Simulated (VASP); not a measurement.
Runs of VASP 6.6.1 on Ti. The structure is that of space group I4/mmm (No. 139), or close to it. The cells are those of the table. 

```tsv
cell	gap on the mesh (eV)	pressure (GPa)
a = 2.907, b = 2.907, c = 2.979 Å, angles 59.2, 59.2, 61.6°, 1 atom	none	-2.2
a = 2.945, b = 2.945, c = 3.052 Å, angles 58.8, 58.8, 62.4°, 1 atom	none	-6.8
a = 2.872, b = 2.872, c = 2.979 Å, angles 58.8, 58.8, 62.5°, 1 atom	none	0.6
a = 2.980, b = 2.980, c = 3.052 Å, angles 59.2, 59.2, 61.6°, 1 atom	none	(a)
```

Alike in all rows: task single point; level r2SCAN; potentials or basis VASP PAW PBE potentials, release 64 (Ti_sv); no spin polarisation; k mesh 26 × 26 × 26; cutoff (eV) 520; smearing gaussian 0.15 eV.

Problem. Fill in the values left out.

Solution. (a) -8.9.

Caveats: the PAW data sets were made with another functional, which shifts forces and pressure a little; the cell stands under tension (at least some runs).

A gap of «none» marks levels without a gap at the run's occupations.
